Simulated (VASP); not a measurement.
The system is BP.

```
P B
1.0
     0.00000    2.22268    2.22268
     2.22268    0.00000    2.22268
     2.22268    2.22268    0.00000
P B
1 1
Cartesian
  3.3340 3.3340 3.3340
  0.0000 0.0000 0.0000
```

Base run:

```yaml
Program: VASP 6.6.1
Functional: BLYP
Potentials_or_basis: VASP PAW PBE potentials, release 64 (P, B)
Cutoff: 520 eV
k_mesh: 10 × 10 × 10
Occupations: fermi-dirac, width 0.05 eV
Spin: no spin polarisation
```

Its results: band gap on the k mesh 1.47 eV, indirect (least direct gap 3.69 eV); pressure 17.7 GPa.

Question: The run is repeated on the same cell with these changes: functional from BLYP to revPBE. What comes out?

Answer: Band gap on the k mesh 1.15 eV, indirect (least direct gap 3.49 eV); pressure 14.5 GPa.

Caveats: the PAW data sets were made with another functional, which shifts forces and pressure a little.

A k mesh can miss the band edges.
